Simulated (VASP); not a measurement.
# Si (P6/mmm) in VASP: a series of runs, part 2 of 2

VASP 6.6.1. Earlier steps stand in the parts before.

## Step 5: Single point, r2SCAN (strain +0.050 along x and y, +0.000 along z)

Contents of POSCAR:

```
Si
1.0
    2.7515699556      0.0000000000      0.0000000000
   -1.3757849778      2.3829294819      0.0000000000
    0.0000000000      0.0000000000      2.4663543900
Si
1
Direct
    0.0000000000      0.0000000000      0.0000000000
```

Contents of INCAR.step1:

```
SYSTEM = Si
PREC = Accurate
ENCUT = 520
ISMEAR = 0
SIGMA = 0.15
LREAL = .False.
LASPH = .True.
NELM = 100
NBANDS = 8
GGA = PE
ALGO = Normal
EDIFF = 1E-4
LWAVE = .True.
LCHARG = .False.
```

Contents of INCAR.step2:

```
SYSTEM = Si
PREC = Accurate
ENCUT = 520
EDIFF = 1E-6
ISMEAR = 0
SIGMA = 0.15
LREAL = .False.
LASPH = .True.
NELM = 100
ALGO = Normal
ISIF = 2
LWAVE = .False.
LCHARG = .True.
METAGGA = R2SCAN
LMIXTAU = .True.
LELF = .True.
LVHAR = .True.
NBANDS = 8
ISTART = 1
```

Contents of KPOINTS:

```
regular mesh
0
Gamma
  21 21 20
  0 0 0
```

Started as:

```bash
cat potpaw_PBE.64/Si/POTCAR > POTCAR
cp INCAR.step1 INCAR
mpirun -np 1 vasp_std > vasp.out
cp INCAR.step2 INCAR
mpirun -np 1 vasp_std > vasp.out
```

Wall time 62 s (1 thread of Intel Xeon 6975P-C (Granite Rapids), shared host); peak memory 0.16 GiB.

The run converged. Its results:

* Free energy: -8.2906 eV
* Pressure: -6.9 GPa
* Band gap on the k mesh: zero (bands 2 and 3 overlap by 12.61 eV)

Stress tensor (GPa, compression positive):
```
-9.12  0.00  0.00
 0.00 -9.12  0.00
 0.00  0.00 -2.55
```

Levels at points of the mesh, in eV from the Fermi level:
| k point | band 1 | band 2 | band 3 | band 4 | band 5 |
| --- | --- | --- | --- | --- | --- |
| (0.00, 0.00, 0.00) | -14.08 | 8.10 | 9.04 | 9.04 | 9.24 |
| (0.00, 0.00, 0.50) | -8.79 | -6.91 | 13.03 | 13.03 | 15.22 |

Caveat: the cell differs from its parent crystal (strain +0.050 along x and y, +0.000 along z); the cell stands under tension; the PAW data sets were made with another functional, which shifts forces and pressure a little.

## Step 6: Single point, r2SCAN (strain +0.050 along x and y, +0.050 along z)

Changes to POSCAR since step 5:

```diff
@@ -4,3 +4,3 @@
    -1.3757849778      2.3829294819      0.0000000000
-    0.0000000000      0.0000000000      2.4663543900
+    0.0000000000      0.0000000000      2.5896721095
 Si
```

Contents of INCAR.step1:

```
SYSTEM = Si
ALGO = Normal
EDIFF = 1E-4
ENCUT = 520
GGA = PE
ISMEAR = 0
LASPH = .True.
LCHARG = .False.
LREAL = .False.
LWAVE = .True.
NBANDS = 8
NELM = 80
PREC = Accurate
SIGMA = 0.15
```

Contents of INCAR.step2:

```
SYSTEM = Si
ALGO = Normal
EDIFF = 1E-6
ENCUT = 520
ISIF = 2
ISMEAR = 0
ISTART = 1
LASPH = .True.
LCHARG = .False.
LMIXTAU = .True.
LREAL = .False.
LWAVE = .False.
METAGGA = R2SCAN
NBANDS = 8
NELM = 80
PREC = Accurate
SIGMA = 0.15
```

Contents of KPOINTS:

```
k-points
0
Gamma
  21 21 20
  0 0 0
```

Potentials or basis: VASP PAW PBE potentials, release 64 (Si).

Started as:

```bash
cat potpaw_PBE.64/Si/POTCAR > POTCAR
cp INCAR.step1 INCAR
mpirun -np 1 vasp_std > vasp.out
cp INCAR.step2 INCAR
mpirun -np 1 vasp_std > vasp.out
```

OUTCAR:

```text
SYSTEM = Si
   EDIFF = 1E-6
   ENCUT = 520
   ISIF = 2
   ISMEAR = 0
   ISTART = 1
   LASPH = .True.
   LREAL = .False.
   METAGGA = R2SCAN
   NELM = 80
   PREC = Accurate

 ion  position               nearest neighbor table
   1  0.000  0.000  0.000-

  LATTYP: Found a hexagonal cell.
 ALAT       =     2.7515699556
 C/A-ratio  =     0.9411616464

  Lattice vectors:

 A1 = (   2.7515699556,   0.0000000000,   0.0000000000)
 A2 = (  -1.3757849778,   2.3829294819,   0.0000000000)
 A3 = (   0.0000000000,   0.0000000000,   2.5896721095)

Analysis of symmetry for initial positions (statically):
=====================================================================
 Subroutine PRICEL returns:
 Original cell was already a primitive cell.

 Routine SETGRP: Setting up the symmetry group for a
 hexagonal supercell.

 Subroutine GETGRP returns: Found 24 space group operations
 (whereof 24 operations were pure point group operations)
 out of a pool of 24 trial point group operations.

The static configuration has the point symmetry D_6h.

Analysis of symmetry for dynamics (positions and initial velocities):
[... 160 lines left out ...]
 cond. band min:       7.9009165653   @ k =   0.3333   0.3333   0.5000
 fundamental gap:      0.0107019993
 Fermi energy:         7.8999757381

 k-point     1 :       0.0000    0.0000    0.0000
  band No.  band energies     occupation
      1      -5.7115      2.00000
      2      15.3347      0.00000
      3      15.6693      0.00000
      4      17.3977      0.00000
      5      17.3977      0.00000
      6      20.3498      0.00000
      7      20.3498      0.00000
      8      25.7681      0.00000
[... 243 lines left out ...]
 k-point    24 :       0.1905    0.0952    0.0000
  band No.  band energies     occupation
      1      -4.0169      2.00000
      2       9.3443      0.00000
      3      12.0238      0.00000
      4      16.7522      0.00000
      5      17.9697      0.00000
      6      21.0422      0.00000
      7      25.0518      0.00000
      8      28.5797      0.00000

 [... further k-points ...]

------------------------ aborting loop because EDIFF is reached ----------------------------------------

  FORCE on cell =-STRESS in cart. coord.  units (eV):
  Direction    XX          YY          ZZ          XY          YZ          ZX
  --------------------------------------------------------------------------------------
  -------------------------------------------------------------------------------------
  Total       -1.0251251     -1.0251251     -1.3549784      0.0000000     -0.0000000      0.0000000
  in kB      -96.7277143    -96.7277143   -127.8516724      0.0000000     -0.0000000      0.0000000
  external PRESSURE =    -107.1023670 kB  Pullay stress =       0.0000000 kB

 VOLUME and BASIS-vectors are now :
 -----------------------------------------------------------------------------
  energy-cutoff  :      520.00
  volume of cell :       16.98
      direct lattice vectors                 reciprocal lattice vectors
     2.751569956  0.000000000  0.000000000     0.363428885  0.209825764  0.000000000
    -1.375784978  2.382929482  0.000000000     0.000000000  0.419651529  0.000000000
     0.000000000  0.000000000  2.589672109     0.000000000  0.000000000  0.386149272

 POSITION                                       TOTAL-FORCE (eV/Angst)
 -----------------------------------------------------------------------------------
      0.00000      0.00000      0.00000        -0.000000      0.000000      0.000000
 -----------------------------------------------------------------------------------
    total drift:                               -0.000000     -0.000000      0.000000

  FREE ENERGIE OF THE ION-ELECTRON SYSTEM (eV)
  ---------------------------------------------------
  free  energy   TOTEN  =        -8.2494654879 eV

  energy  without entropy=       -8.2444310351  energy(sigma->0) =       -8.24694826
```

OUTCAR.step1:

```text
SYSTEM = Si
   EDIFF = 1E-4
   ENCUT = 520
   GGA = PE
   ISMEAR = 0
   LASPH = .True.
[... 482 lines left out ...]
 -----------------------------------------------------------------------------------
      0.00000      0.00000      0.00000        -0.000000      0.000000      0.000000
 -----------------------------------------------------------------------------------
    total drift:                                0.000000      0.000000      0.000000

  FREE ENERGIE OF THE ION-ELECTRON SYSTEM (eV)
  ---------------------------------------------------
  free  energy   TOTEN  =        -5.0547209658 eV

  energy  without entropy=       -5.0499767442  energy(sigma->0) =       -5.05234886
```

It took 65 s on 1 thread of Intel Xeon 6975P-C (Granite Rapids), shared host; peak memory 0.17 GiB.

Results:

```yaml
Free_energy: -8.2495 eV
Pressure: -10.7 GPa
Band_gap_on_the_k_mesh: zero (bands 2 and 3 overlap by 11.54 eV)
```

Caveat: the cell differs from its parent crystal (strain +0.050 along x and y, +0.050 along z); the cell stands under tension; the PAW data sets were made with another functional, which shifts forces and pressure a little.

## Step 7: The runs side by side

| cell | gap on the mesh (eV) | pressure (GPa) |
| --- | --- | --- |
| a = 2.621, b = 2.621, c = 2.343 Å, angles 90.0, 90.0, 120.0°, 1 atom | none | 10.5 |
| a = 2.752, b = 2.752, c = 2.343 Å, angles 90.0, 90.0, 120.0°, 1 atom | none | 0.0 |
| a = 2.621, b = 2.621, c = 2.590 Å, angles 90.0, 90.0, 120.0°, 1 atom | none | -3.3 |
| a = 2.752, b = 2.752, c = 2.466 Å, angles 90.0, 90.0, 120.0°, 1 atom | none | -6.9 |
| a = 2.752, b = 2.752, c = 2.590 Å, angles 90.0, 90.0, 120.0°, 1 atom | none | -10.7 |

Alike in all rows: task single point; level r2SCAN; potentials or basis VASP PAW PBE potentials, release 64 (Si); no spin polarisation; k mesh 21 × 21 × 20; cutoff (eV) 520; smearing gaussian 0.15 eV.

Caveats: the PAW data sets were made with another functional, which shifts forces and pressure a little; the cell stands under tension (at least some runs); the cell stands under pressure (at least some runs).

Absolute energies hang on the potentials; compare differences alone.
